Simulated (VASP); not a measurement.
# TaN (P6_3/mmc) in VASP: further runs

The runs below take TaN through single point, with PBE.

Program: VASP 6.6.1. These are calculated values, not measurements. Logs are shortened: lines on timing, memory, paths and dates and some standing lists are left out, and cuts for length are marked.

**1. The cell of the first run**

The structure is hexagonal, space group P6_3/mmc (No. 194). The conventional cell has a = 2.963 Å, b = 2.963 Å, c = 5.560 Å, α = 90.00°, β = 90.00°, γ = 120.00°. Within 3.0 Å of Ta (site symmetry -3m) lie 6 N at 2.20 Å and 8 Ta at 2.78 to 2.96 Å. N (site symmetry -6m2) has 6 Ta at 2.20 Å and 6 N at 2.96 Å within 3.0 Å.

**2. Single point, PBE (uniaxial strain along c: -6.0 %, then relaxed in part)**

INCAR

```
PREC = Accurate ; ENCUT = 520
EDIFF = 1E-6 ; ISMEAR = 0
SIGMA = 0.1 ; LREAL = F
LASPH = T ; NELM = 100
ALGO = Normal ; ISIF = 2
LWAVE = F ; LCHARG = F
GGA = PE ; NBANDS = 24
```

KPOINTS

```
Automatic mesh
0
Gamma
  24 24 10
```

POSCAR

```
TaN
1.0
    2.9627735516      0.0000000000      0.0000000000
   -1.4813867758      2.5658371613      0.0000000000
    0.0000000000      0.0000000000      5.5599547796
Ta N
2 2
Direct
    0.0000000000      0.0000000000      0.0000000000
    0.0000000000      0.0000000000      0.5000000000
    0.3333333335      0.6666666665      0.2500000000
    0.6666666665      0.3333333335      0.7500000000
```

Potentials or basis: VASP PAW PBE potentials, release 64 (Ta_pv, N).

Run with:

```sh
cat potpaw_PBE.64/Ta_pv/POTCAR potpaw_PBE.64/N/POTCAR > POTCAR
mpirun -np 1 vasp_std > vasp.out
```

OUTCAR:

```text
PREC = Accurate
   ENCUT = 520
   EDIFF = 1E-6
   ISMEAR = 0
   LREAL = F
   LASPH = T
   NELM = 100
   ISIF = 2
   GGA = PE

 ion  position               nearest neighbor table
   1  0.000  0.000  0.000-   3 2.20   4 2.20   4 2.20   3 2.20   3 2.20   4 2.20   2 2.78   2 2.78

   2  0.000  0.000  0.500-   3 2.20   4 2.20   4 2.20   3 2.20   3 2.20   4 2.20   1 2.78   1 2.78

   3  0.333  0.667  0.250-   1 2.20   2 2.20   1 2.20   2 2.20   1 2.20   2 2.20
   4  0.667  0.333  0.750-   1 2.20   2 2.20   1 2.20   2 2.20   1 2.20   2 2.20

  LATTYP: Found a hexagonal cell.
 ALAT       =     2.9627735516
 C/A-ratio  =     1.8766047026

  Lattice vectors:

 A1 = (   2.9627735516,   0.0000000000,   0.0000000000)
 A2 = (  -1.4813867758,   2.5658371613,   0.0000000000)
 A3 = (   0.0000000000,   0.0000000000,   5.5599547796)

Analysis of symmetry for initial positions (statically):
=====================================================================
 Subroutine PRICEL returns:
 Original cell was already a primitive cell.

 Routine SETGRP: Setting up the symmetry group for a
 hexagonal supercell.

 Subroutine GETGRP returns: Found 24 space group operations
 (whereof 12 operations were pure point group operations)
 out of a pool of 24 trial point group operations.

The static configuration has the point symmetry D_3d.
 The point group associated with its full space group is D_6h.

Analysis of symmetry for dynamics (positions and initial velocities):
=====================================================================
 Subroutine PRICEL returns:
 Original cell was already a primitive cell.

 Routine SETGRP: Setting up the symmetry group for a
 hexagonal supercell.

 Subroutine GETGRP returns: Found 24 space group operations
 (whereof 12 operations were pure point group operations)
 out of a pool of 24 trial point group operations.

The dynamic configuration has the point symmetry D_3d.
 The point group associated with its full space group is D_6h.

 Subroutine INISYM returns: Found 24 space group operations
 (whereof 12 operations are pure point group operations),
 and found     1 'primitive' translations

----------------------------------------------------------------------------------------

                                     Primitive cell

  volume of cell :      42.2667

  direct lattice vectors                    reciprocal lattice vectors
     2.962773552  0.000000000  0.000000000     0.337521577  0.194868173  0.000000000
    -1.481386776  2.565837161  0.000000000     0.000000000  0.389736346  0.000000000
     0.000000000  0.000000000  5.559954780     0.000000000  0.000000000  0.179857578

  length of vectors
     2.962773552  2.962773552  5.559954780     0.389736346  0.389736346  0.179857578

  position of ions in fractional coordinates (direct lattice)
     0.000000000  0.000000000  0.000000000
     0.000000000  0.000000000  0.500000000
     0.333333334  0.666666666  0.250000000
     0.666666666  0.333333334  0.750000000

  ion indices of the primitive-cell ions
   primitive index   ion index
                 1           1
                 2           2
                 3           3
                 4           4

----------------------------------------------------------------------------------------

 KPOINTS: Automatic mesh

Automatic generation of k-mesh.
 Grid dimensions read from file:
 generate k-points for:   24   24   10

 Generating k-lattice:

  Cartesian coordinates                     Fractional coordinates (reciprocal lattice)
     0.014063399  0.008119507  0.000000000     0.041666667 -0.000000000  0.000000000
     0.000000000  0.016239014  0.000000000     0.000000000  0.041666667  0.000000000
     0.000000000  0.000000000  0.017985758     0.000000000  0.000000000  0.100000000

  Length of vectors
     0.016239014  0.016239014  0.017985758

  Shift w.r.t. Gamma in fractional coordinates (k-lattice)
     0.000000000  0.000000000  0.000000000

 Subroutine IBZKPT returns following result:
 ===========================================

 Found    366 irreducible k-points:

 Following reciprocal coordinates:
            Coordinates               Weight
  0.000000  0.000000  0.000000      1.000000
  0.041667  0.000000  0.000000      6.000000
  0.083333  0.000000  0.000000      6.000000
  0.125000  0.000000  0.000000      6.000000
  0.166667  0.000000  0.000000      6.000000
  0.208333  0.000000  0.000000      6.000000
[... 16 lines left out ...]
  0.416667  0.041667  0.000000     12.000000
  0.458333  0.041667  0.000000     12.000000
 [... further k-points ...]
   k-points           NKPTS =    366   k-points in BZ     NKDIM =    366   number of bands    NBANDS=     24
   number of dos      NEDOS =    301   number of ions     NIONS =      4
   total plane-waves  NPLWV =  24192
   dimension x,y,z NGX =    24 NGY =   24 NGZ =   42
   dimension x,y,z NGXF=    48 NGYF=   48 NGZF=   84
   ions per type =               2   2
   NGX,Y,Z   is equivalent  to a cutoff of  13.47, 13.47, 12.56 a.u.
   NGXF,Y,Z  is equivalent  to a cutoff of  26.93, 26.93, 25.12 a.u.
 SYSTEM =  unknown system
   PREC   = accura    normal or accurate (medium, high low for compatibility)
   ISTART =      0    job   : 0-new  1-cont  2-samecut
   ICHARG =      2    charge: 1-file 2-atom 10-const
   ISPIN  =      1    spin polarized calculation?
   LNONCOLLINEAR =      F non collinear calculations
   LSORBIT =      F    spin-orbit coupling
   LASPH  =      T    aspherical Exc in radial PAW
   ENCUT  =  520.0 eV  38.22 Ry    6.18 a.u.   5.51  5.51 10.34*2*pi/ulx,y,z
   NELM   =    100;   NELMIN=  2; NELMDL= -5     # of ELM steps
   EDIFF  = 0.1E-05   stopping-criterion for ELM
   LREAL  =      F    real-space projection
   EDIFFG = 0.1E-04   stopping-criterion for IOM
   NSW    =      0    number of steps for IOM
   IBRION =     -1    ionic relax: 0-MD 1-quasi-New 2-CG
   NFREE  =      0    steps in history (QN), initial steepest desc. (CG)
   ISIF   =      2    stress and relaxation
   ISYM   =      2    0-nonsym 1-usesym 2-fastsym
   POTIM  = 0.5000    time-step for ionic-motion
   TEBEG  =    0.0;   TEEND  =   0.0 temperature during run
   PSTRESS=    0.0 pullay stress
   NELECT =      32.0000    total number of electrons
   NUPDOWN=      -1.0000    fix difference up-down
   EMIN   =  10.00;   EMAX   =-10.00  energy-range for DOS
   EFERMI =   0.00;   METHOD = LEGACY
   ISMEAR =     0;   SIGMA  =   0.10  broadening in eV -4-tet -1-fermi 0-gaus
   EFERMI_NEDOS =   21; number of points for ismear=-14 and -15
   IALGO  =     38    algorithm
   IMIX   =      4    mixing-type and parameters
     AMIX     =   0.40;   BMIX     =  1.00
     AMIX_MAG =   1.60;   BMIX_MAG =  1.00
  volume/ion in A,a.u.               =      10.57        71.31
  Fermi-wavevector in a.u.,A,eV,Ry     =   1.492079  2.819621 30.290657  2.226300
  Thomas-Fermi vector in A             =   2.604653
   LORBIT       =      0    0 simple, 1 ext, 2 COOP (PROOUT), +10 PAW based schemes
   GGA     = PE    functional components
   LHFCALC =     F    Hartree Fock is set to
   AEXX    =    0.0000 exact exchange contribution
   IVDW    =     0    specifies the selected vdW correction
   LEPSILON=     F    determine dielectric tensor
   LRPA    =     F    only Hartree local field effects (RPA)
 non-spin polarized calculation
 Gauss-broadening in eV      SIGMA  =   0.10
  energy-cutoff  :      520.00
  volume of cell :       42.27
 maximum number of plane-waves:      1172
 NGX is ok and might be reduce to    24
   NGX = 11   NGY = 11   NGZ = 21

 number of electron      32.0000000 magnetization

 Free energy of the ion-electron system (eV)
  ---------------------------------------------------
  ext. energy  EPLUGINS =         0.00000000
  ---------------------------------------------------
  free energy    TOTEN  =       -43.64163482 eV

  energy without entropy =      -43.63144718  energy(sigma->0) =      -43.63654100

 E-fermi :   8.6820     XC(G=0): -13.4377

 val. band max:        8.6812886369   @ k =   0.1667   0.0833   0.1000
 cond. band min:       8.6820210225   @ k =   0.3333   0.2917   0.2000
 fundamental gap:      0.0007323855
 Fermi energy:         8.6819619195

 k-point     1 :       0.0000    0.0000    0.0000
  band No.  band energies     occupation
      1     -27.2259      2.00000
      2     -26.0679      2.00000
      3     -26.0679      2.00000
      4     -25.9937      2.00000
      5     -25.9504      2.00000
      6     -25.9504      2.00000
[... 16 lines left out ...]
     23      12.8357      0.00000
     24      14.3260      0.00000

 k-point     2 :       0.0417    0.0000    0.0000
  band No.  band energies     occupation
      1     -27.2216      2.00000
      2     -26.0865      2.00000
      3     -26.0718      2.00000
      4     -25.9915      2.00000
      5     -25.9666      2.00000
      6     -25.9539      2.00000
[... 16 lines left out ...]
     23      12.8458      0.00000
     24      14.4691      0.00000

 k-point     3 :       0.0833    0.0000    0.0000
  band No.  band energies     occupation
      1     -27.2088      2.00000
      2     -26.1406      2.00000
      3     -26.0832      2.00000
      4     -26.0140      2.00000
      5     -25.9850      2.00000
      6     -25.9642      2.00000
[... 16 lines left out ...]
     23      12.9214      0.00000
     24      14.6938      0.00000
[... 514 lines left out ...]
 k-point    23 :       0.4167    0.0417    0.0000
  band No.  band energies     occupation
      1     -27.0382      2.00000
      2     -26.9617      2.00000
      3     -26.8049      2.00000
      4     -26.2954      2.00000
      5     -26.1556      2.00000
      6     -25.8664      2.00000
[... 16 lines left out ...]
     23      15.4511      0.00000
     24      16.4853      0.00000

 k-point    24 :       0.4583    0.0417    0.0000
  band No.  band energies     occupation
      1     -27.0659      2.00000
      2     -26.9555      2.00000
      3     -26.8327      2.00000
      4     -26.3032      2.00000
      5     -26.1626      2.00000
      6     -25.8619      2.00000
[... 16 lines left out ...]
     23      15.0478      0.00000
     24      16.6295      0.00000

 [... further k-points ...]

------------------------ aborting loop because EDIFF is reached ----------------------------------------

  FORCE on cell =-STRESS in cart. coord.  units (eV):
  Direction    XX          YY          ZZ          XY          YZ          ZX
  --------------------------------------------------------------------------------------
  -------------------------------------------------------------------------------------
  Total        0.2146563      0.2146563     11.9710481      0.0000000     -0.0000000     -0.0000000
  in kB        8.1368337      8.1368337    453.7785350      0.0000000     -0.0000000     -0.0000000
  external PRESSURE =     156.6840675 kB  Pullay stress =       0.0000000 kB

 VOLUME and BASIS-vectors are now :
 -----------------------------------------------------------------------------
  energy-cutoff  :      520.00
  volume of cell :       42.27
      direct lattice vectors                 reciprocal lattice vectors
     2.962773552  0.000000000  0.000000000     0.337521577  0.194868173  0.000000000
    -1.481386776  2.565837161  0.000000000     0.000000000  0.389736346  0.000000000
     0.000000000  0.000000000  5.559954780     0.000000000  0.000000000  0.179857578

 POSITION                                       TOTAL-FORCE (eV/Angst)
 -----------------------------------------------------------------------------------
      0.00000      0.00000      0.00000         0.000000      0.000000      0.000000
      0.00000      0.00000      2.77998         0.000000      0.000000      0.000000
      0.00000      1.71056      1.38999         0.000000      0.000000      0.000000
      1.48139      0.85528      4.16997        -0.000000     -0.000000     -0.000000
 -----------------------------------------------------------------------------------
    total drift:                               -0.000000      0.000000      0.000000

  FREE ENERGIE OF THE ION-ELECTRON SYSTEM (eV)
  ---------------------------------------------------
  free  energy   TOTEN  =       -43.6416348155 eV

  energy  without entropy=      -43.6314471831  energy(sigma->0) =      -43.63654100
```

It took 3.4 min on 1 thread of Intel Xeon Platinum 8375C at 2.90GHz (Ice Lake), shared host; peak memory 0.41 GiB.

What came out:

```yaml
Free_energy: -43.6416 eV
Pressure: 15.7 GPa
Band_gap_on_the_k_mesh: zero (bands 16 and 17 overlap by 1.10 eV)
```

Caveat: the cell differs from its parent crystal (uniaxial strain along c: -6.0 %, then relaxed in part); the cell stands under pressure; spin-orbit coupling is left out, which moves the levels of the heavy elements.

**3. Single point, PBE (uniaxial strain along c: -6.0 %)**

INCAR

```
ALGO = Normal ; EDIFF = 1E-6
ENCUT = 520 ; GGA = PE
ISIF = 2 ; ISMEAR = 0
LASPH = True ; LCHARG = False
LREAL = False ; LWAVE = False
NBANDS = 24 ; NELM = 100
PREC = Accurate ; SIGMA = 0.1
```

KPOINTS

```
k-points
0
Gamma
  24 24 10
```

POSCAR

```
TaN
1.0
    2.9608578107      0.0000000000      0.0000000000
   -1.4804289054      2.5641780811      0.0000000000
    0.0000000000      0.0000000000      5.5599547796
Ta N
2 2
Direct
    0.0000000000      0.0000000000      0.0000000000
    0.0000000000      0.0000000000      0.5000000000
    0.3333333337      0.6666666663      0.2500000000
    0.6666666663      0.3333333337      0.7500000000
```

Potentials or basis: VASP PAW PBE potentials, release 64 (Ta_pv, N).

Run with:

```sh
cat potpaw_PBE.64/Ta_pv/POTCAR potpaw_PBE.64/N/POTCAR > POTCAR
mpirun -np 1 vasp_std > vasp.out
```

Run time: 3.9 min. Hardware: 1 thread of Intel Xeon Platinum 8375C at 2.90GHz (Ice Lake), shared host; peak memory 0.41 GiB.

It converged, with:

| Item | Value |
| --- | --- |
| Free energy | -43.6412 eV |
| Pressure | 16.1 GPa |
| Band gap on the k mesh | zero (bands 16 and 17 overlap by 1.10 eV) |

Stress tensor (GPa, compression positive):
```
 1.30  0.00  0.00
 0.00  1.30  0.00
 0.00  0.00 45.80
```

Levels at points of the mesh, in eV from the Fermi level:
| k point | band 12 | band 13 | band 14 | band 15 | band 16 | band 17 | band 18 | band 19 | band 20 | band 21 |
| --- | --- | --- | --- | --- | --- | --- | --- | --- | --- | --- |
| (0.00, 0.00, 0.00) | -4.39 | -3.53 | -2.63 | -2.63 | -0.33 | -0.33 | -0.05 | -0.05 | 2.86 | 3.77 |
| (0.50, 0.00, 0.00) | -5.54 | -4.47 | -4.05 | -3.38 | -1.47 | 3.15 | 3.61 | 4.19 | 5.07 | 5.17 |
| (0.00, 0.00, 0.50) | -4.73 | -4.73 | -4.73 | -0.40 | -0.40 | 0.79 | 0.79 | 0.79 | 0.79 | 4.38 |
| (0.50, 0.00, 0.50) | -6.00 | -5.08 | -5.08 | -2.01 | -2.01 | 3.75 | 3.75 | 4.48 | 4.48 | 5.62 |

Caveat: the cell differs from its parent crystal (uniaxial strain along c: -6.0 %); the cell stands under pressure; spin-orbit coupling is left out, which moves the levels of the heavy elements.
